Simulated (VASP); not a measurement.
# CaSe (I4mm) in VASP: single point with PBE

Aim: the single point of CaSe with PBE.

Everything below comes from runs of VASP 6.6.1. Logs are shortened: lines on timing, memory, paths and dates and some standing lists are left out, and cuts for length are marked.

## 1. The cell of the first run

The structure is tetragonal, space group I4mm (No. 107). Conventional cell: a = 4.180 Å, b = 4.180 Å, c = 5.912 Å, α = 90.00°, β = 90.00°, γ = 90.00°. Ca (site symmetry 4mm) has 6 Se at 2.89 to 3.02 Å within 3.8 Å. Within 3.8 Å of Se (site symmetry 4mm) lie 6 Ca at 2.89 to 3.02 Å.

## 2. Single point, PBE

INCAR

```
ALGO     = Normal         # electronic algorithm
EDIFF    = 1E-7           # SCF threshold, eV
ENCUT    = 520            # plane-wave cutoff, eV
GGA      = PE             # functional
ISIF     = 2              # what is computed and relaxed
ISMEAR   = 0              # smearing method
LASPH    = True           # aspherical terms in the spheres
LCHARG   = False          # write CHGCAR
LREAL    = False          # projectors in reciprocal space
LWAVE    = False          # write WAVECAR
NBANDS   = 15             # bands
NELM     = 100            # most SCF steps
PREC     = Accurate       # precision mode
SIGMA    = 0.05           # smearing width, eV
```

KPOINTS

```
k-points
0
Gamma
  8 8 8
```

POSCAR

```
CaSe
1.0
    0.0000000000      2.9560000000      2.9560000000
    2.9560000000      0.0000000000      2.9560000000
    2.9560000000      2.9560000000      0.0000000000
Ca Se
1 1
Direct
   -0.0105717185     -0.0105717185      0.0105717185
    0.5000000000      0.5000000000      0.5000000000
```

Potentials or basis: VASP PAW PBE potentials, release 64 (Ca_sv, Se).

Started as:

```
$ cat potpaw_PBE.64/Ca_sv/POTCAR potpaw_PBE.64/Se/POTCAR > POTCAR
$ mpirun -np 1 vasp_std > vasp.out
```

OUTCAR:

```text
EDIFF = 1E-7
   ENCUT = 520
   GGA = PE
   ISIF = 2
   ISMEAR = 0
   LASPH = True
   LREAL = False
   NELM = 100
   PREC = Accurate

 ion  position               nearest neighbor table
   1  0.989  0.989  0.011-   2 2.89   2 2.96   2 2.96   2 2.96   2 2.96
   2  0.500  0.500  0.500-   1 2.89   1 2.96   1 2.96   1 2.96   1 2.96

  LATTYP: Found a face centered cubic cell.
 ALAT       =     5.9120000000

  Lattice vectors:

 A1 = (   0.0000000000,   2.9560000000,   2.9560000000)
 A2 = (   2.9560000000,   0.0000000000,   2.9560000000)
 A3 = (   2.9560000000,   2.9560000000,   0.0000000000)

Analysis of symmetry for initial positions (statically):
=====================================================================
 Subroutine PRICEL returns:
 Original cell was already a primitive cell.

 Routine SETGRP: Setting up the symmetry group for a
 face centered cubic supercell.

 Subroutine GETGRP returns: Found  8 space group operations
 (whereof  8 operations were pure point group operations)
 out of a pool of 48 trial point group operations.

The static configuration has the point symmetry C_4v.

Analysis of symmetry for dynamics (positions and initial velocities):
=====================================================================
 Subroutine PRICEL returns:
 Original cell was already a primitive cell.

 Routine SETGRP: Setting up the symmetry group for a
 face centered cubic supercell.

 Subroutine GETGRP returns: Found  8 space group operations
 (whereof  8 operations were pure point group operations)
 out of a pool of 48 trial point group operations.

The dynamic configuration has the point symmetry C_4v.

 Subroutine INISYM returns: Found  8 space group operations
 (whereof  8 operations are pure point group operations),
 and found     1 'primitive' translations

----------------------------------------------------------------------------------------

                                     Primitive cell

  volume of cell :      51.6587

  direct lattice vectors                    reciprocal lattice vectors
     0.000000000  2.956000000  2.956000000    -0.169147497  0.169147497  0.169147497
     2.956000000  0.000000000  2.956000000     0.169147497 -0.169147497  0.169147497
     2.956000000  2.956000000  0.000000000     0.169147497  0.169147497 -0.169147497

  length of vectors
     4.180415290  4.180415290  4.180415290     0.292972058  0.292972058  0.292972058

  position of ions in fractional coordinates (direct lattice)
     0.989428281  0.989428281  0.010571719
     0.500000000  0.500000000  0.500000000

  ion indices of the primitive-cell ions
   primitive index   ion index
                 1           1
                 2           2

----------------------------------------------------------------------------------------

 KPOINTS: k-points

Automatic generation of k-mesh.
 Grid dimensions read from file:
 generate k-points for:    8    8    8

 Generating k-lattice:

  Cartesian coordinates                     Fractional coordinates (reciprocal lattice)
    -0.021143437  0.021143437  0.021143437     0.125000000  0.000000000  0.000000000
     0.021143437 -0.021143437  0.021143437     0.000000000  0.125000000  0.000000000
     0.021143437  0.021143437 -0.021143437     0.000000000  0.000000000  0.125000000

  Length of vectors
     0.036621507  0.036621507  0.036621507

  Shift w.r.t. Gamma in fractional coordinates (k-lattice)
     0.000000000  0.000000000  0.000000000

 Subroutine IBZKPT returns following result:
 ===========================================

 Found     59 irreducible k-points:

 Following reciprocal coordinates:
            Coordinates               Weight
  0.000000  0.000000  0.000000      1.000000
  0.125000  0.000000  0.000000      8.000000
  0.250000  0.000000  0.000000      8.000000
  0.375000  0.000000  0.000000      8.000000
  0.500000  0.000000  0.000000      4.000000
  0.125000  0.125000  0.000000      2.000000
[... 16 lines left out ...]
  0.000000  0.375000  0.250000     16.000000
  0.500000  0.250000  0.000000      8.000000
 [... further k-points ...]
   k-points           NKPTS =     59   k-points in BZ     NKDIM =     59   number of bands    NBANDS=     15
   number of dos      NEDOS =    301   number of ions     NIONS =      2
   total plane-waves  NPLWV =  32768
   dimension x,y,z NGX =    32 NGY =   32 NGZ =   32
   dimension x,y,z NGXF=    64 NGYF=   64 NGZF=   64
   ions per type =               1   1
   NGX,Y,Z   is equivalent  to a cutoff of  12.73, 12.73, 12.73 a.u.
   NGXF,Y,Z  is equivalent  to a cutoff of  25.45, 25.45, 25.45 a.u.
 SYSTEM =  unknown system
   PREC   = accura    normal or accurate (medium, high low for compatibility)
   ISTART =      0    job   : 0-new  1-cont  2-samecut
   ICHARG =      2    charge: 1-file 2-atom 10-const
   ISPIN  =      1    spin polarized calculation?
   LNONCOLLINEAR =      F non collinear calculations
   LSORBIT =      F    spin-orbit coupling
   LASPH  =      T    aspherical Exc in radial PAW
   ENCUT  =  520.0 eV  38.22 Ry    6.18 a.u.   7.77  7.77  7.77*2*pi/ulx,y,z
   NELM   =    100;   NELMIN=  2; NELMDL= -5     # of ELM steps
   EDIFF  = 0.1E-06   stopping-criterion for ELM
   LREAL  =      F    real-space projection
   EDIFFG = 0.1E-05   stopping-criterion for IOM
   NSW    =      0    number of steps for IOM
   IBRION =     -1    ionic relax: 0-MD 1-quasi-New 2-CG
   NFREE  =      0    steps in history (QN), initial steepest desc. (CG)
   ISIF   =      2    stress and relaxation
   ISYM   =      2    0-nonsym 1-usesym 2-fastsym
   POTIM  = 0.5000    time-step for ionic-motion
   TEBEG  =    0.0;   TEEND  =   0.0 temperature during run
   PSTRESS=    0.0 pullay stress
   NELECT =      16.0000    total number of electrons
   NUPDOWN=      -1.0000    fix difference up-down
   EMIN   =  10.00;   EMAX   =-10.00  energy-range for DOS
   EFERMI =   0.00;   METHOD = LEGACY
   ISMEAR =     0;   SIGMA  =   0.05  broadening in eV -4-tet -1-fermi 0-gaus
   EFERMI_NEDOS =   21; number of points for ismear=-14 and -15
   IALGO  =     38    algorithm
   IMIX   =      4    mixing-type and parameters
     AMIX     =   0.40;   BMIX     =  1.00
     AMIX_MAG =   1.60;   BMIX_MAG =  1.00
  volume/ion in A,a.u.               =      25.83       174.30
  Fermi-wavevector in a.u.,A,eV,Ry     =   1.107645  2.093145 16.692666  1.226876
  Thomas-Fermi vector in A             =   2.244161
   LORBIT       =      0    0 simple, 1 ext, 2 COOP (PROOUT), +10 PAW based schemes
   GGA     = PE    functional components
   LHFCALC =     F    Hartree Fock is set to
   AEXX    =    0.0000 exact exchange contribution
   IVDW    =     0    specifies the selected vdW correction
   LEPSILON=     F    determine dielectric tensor
   LRPA    =     F    only Hartree local field effects (RPA)
 non-spin polarized calculation
 Gauss-broadening in eV      SIGMA  =   0.05
  energy-cutoff  :      520.00
  volume of cell :       51.66
 maximum number of plane-waves:      1411
   NGX = 15   NGY = 15   NGZ = 15

 number of electron      16.0000000 magnetization

 Free energy of the ion-electron system (eV)
  ---------------------------------------------------
  ext. energy  EPLUGINS =         0.00000000
  ---------------------------------------------------
  free energy    TOTEN  =        -9.47378484 eV

  energy without entropy =       -9.47378484  energy(sigma->0) =       -9.47378484

 E-fermi :   2.7052     XC(G=0):  -9.1614

 val. band max:        2.4509898398   @ k =   0.0000   0.0000   0.0000
 cond. band min:       4.4786423001   @ k =   0.5000   0.5000   0.0000
 fundamental gap:      2.0276524603
 Fermi energy:         2.7052100331

 k-point     1 :       0.0000    0.0000    0.0000
  band No.  band energies     occupation
      1     -37.2834      2.00000
      2     -18.2789      2.00000
      3     -18.2780      2.00000
      4     -18.2780      2.00000
      5      -9.3472      2.00000
      6       2.4477      2.00000
      7       2.4510      2.00000
      8       2.4510      2.00000
      9       5.8070      0.00000
     10       6.1667      0.00000
     11       6.1743      0.00000
     12       6.1743      0.00000
     13       6.7368      0.00000
     14       6.7544      0.00000
     15      12.1617      0.00000

 k-point     2 :       0.1250    0.0000    0.0000
  band No.  band energies     occupation
      1     -37.2824      2.00000
      2     -18.2957      2.00000
      3     -18.2797      2.00000
      4     -18.2791      2.00000
      5      -9.2540      2.00000
      6       1.6827      2.00000
      7       2.2124      2.00000
      8       2.2141      2.00000
      9       6.0700      0.00000
     10       6.3747      0.00000
     11       6.3785      0.00000
     12       6.7769      0.00000
     13       7.1497      0.00000
     14       7.1760      0.00000
     15      12.3347      0.00000

 k-point     3 :       0.2500    0.0000    0.0000
  band No.  band energies     occupation
      1     -37.2800      2.00000
      2     -18.3369      2.00000
      3     -18.2824      2.00000
      4     -18.2819      2.00000
      5      -9.0174      2.00000
      6       0.4486      2.00000
      7       1.7530      2.00000
      8       1.7542      2.00000
      9       6.1811      0.00000
     10       6.8912      0.00000
     11       6.8914      0.00000
     12       8.1195      0.00000
     13       8.1469      0.00000
     14       8.2414      0.00000
     15      11.8733      0.00000

 k-point     4 :       0.3750    0.0000    0.0000
  band No.  band energies     occupation
      1     -37.2776      2.00000
      2     -18.3774      2.00000
      3     -18.2852      2.00000
      4     -18.2847      2.00000
      5      -8.7608      2.00000
      6      -0.4854      2.00000
      7       1.3894      2.00000
      8       1.3900      2.00000
      9       6.5544      0.00000
     10       7.5688      0.00000
     11       7.5697      0.00000
     12       8.4493      0.00000
     13       9.2411      0.00000
     14       9.2535      0.00000
     15      11.4892      0.00000
[... 307 lines left out ...]
 k-point    22 :       0.3750    0.2500    0.0000
  band No.  band energies     occupation
      1     -37.2769      2.00000
      2     -18.3493      2.00000
      3     -18.3014      2.00000
      4     -18.2992      2.00000
      5      -8.8410      2.00000
      6      -0.0056      2.00000
      7       1.4122      2.00000
      8       1.6162      2.00000
      9       5.2533      0.00000
     10       7.4816      0.00000
     11       7.5571      0.00000
     12       8.2205      0.00000
     13       8.2274      0.00000
     14       9.8976      0.00000
     15      11.0929      0.00000

 k-point    23 :       0.0000    0.3750    0.2500
  band No.  band energies     occupation
      1     -37.2769      2.00000
      2     -18.3484      2.00000
      3     -18.3018      2.00000
      4     -18.2995      2.00000
      5      -8.8413      2.00000
      6      -0.0062      2.00000
      7       1.4075      2.00000
      8       1.6172      2.00000
      9       5.2578      0.00000
     10       7.4789      0.00000
     11       7.5522      0.00000
     12       8.2236      0.00000
     13       8.2343      0.00000
     14       9.9258      0.00000
     15      11.0514      0.00000

 k-point    24 :       0.5000    0.2500    0.0000
  band No.  band energies     occupation
      1     -37.2755      2.00000
      2     -18.3646      2.00000
      3     -18.3128      2.00000
      4     -18.2986      2.00000
      5      -8.7080      2.00000
      6      -0.1939      2.00000
      7       0.8537      2.00000
      8       1.3823      2.00000
      9       5.8579      0.00000
     10       8.0943      0.00000
     11       8.1579      0.00000
     12       8.3773      0.00000
     13       8.4385      0.00000
     14       9.2945      0.00000
     15      10.8402      0.00000

 [... further k-points ...]

------------------------ aborting loop because EDIFF is reached ----------------------------------------

  FORCE on cell =-STRESS in cart. coord.  units (eV):
  Direction    XX          YY          ZZ          XY          YZ          ZX
  --------------------------------------------------------------------------------------
  -------------------------------------------------------------------------------------
  Total        0.4287923      0.4287923      0.5142607      0.0000000     -0.0000000      0.0000000
  in kB       13.2988573     13.2988573     15.9496323      0.0000000     -0.0000000      0.0000000
  external PRESSURE =      14.1824489 kB  Pullay stress =       0.0000000 kB

 VOLUME and BASIS-vectors are now :
 -----------------------------------------------------------------------------
  energy-cutoff  :      520.00
  volume of cell :       51.66
      direct lattice vectors                 reciprocal lattice vectors
     0.000000000  2.956000000  2.956000000    -0.169147497  0.169147497  0.169147497
     2.956000000  0.000000000  2.956000000     0.169147497 -0.169147497  0.169147497
     2.956000000  2.956000000  0.000000000     0.169147497  0.169147497 -0.169147497

 POSITION                                       TOTAL-FORCE (eV/Angst)
 -----------------------------------------------------------------------------------
      2.95600      2.95600      5.84950         0.000000      0.000000      0.199748
      2.95600      2.95600      2.95600         0.000000      0.000000     -0.199748
 -----------------------------------------------------------------------------------
    total drift:                                0.000000      0.000000      0.000108

  FREE ENERGIE OF THE ION-ELECTRON SYSTEM (eV)
  ---------------------------------------------------
  free  energy   TOTEN  =        -9.4737848373 eV

  energy  without entropy=       -9.4737848373  energy(sigma->0) =       -9.47378484
```

It took 30 s on 1 thread of Intel Xeon Platinum 8488C (Sapphire Rapids), shared host; peak memory 0.2 GiB.

Results:

```yaml
Free_energy: -9.4738 eV
Pressure: 1.4 GPa
Largest_force: 0.200 eV/Å
Band_gap_on_the_k_mesh: 2.03 eV, indirect (least direct gap 2.96 eV)
```

Forces in eV/Å, atoms in the order of the input:
```
Ca   0.000  0.000  0.200
Se   0.000  0.000 -0.200
```

Caveat: the cell differs from its parent crystal (all Ca atoms moved +0.062 Å, as atom 1 towards its neighbour atom 2 (Se) at 2.956 Å). A k mesh can miss the band edges.
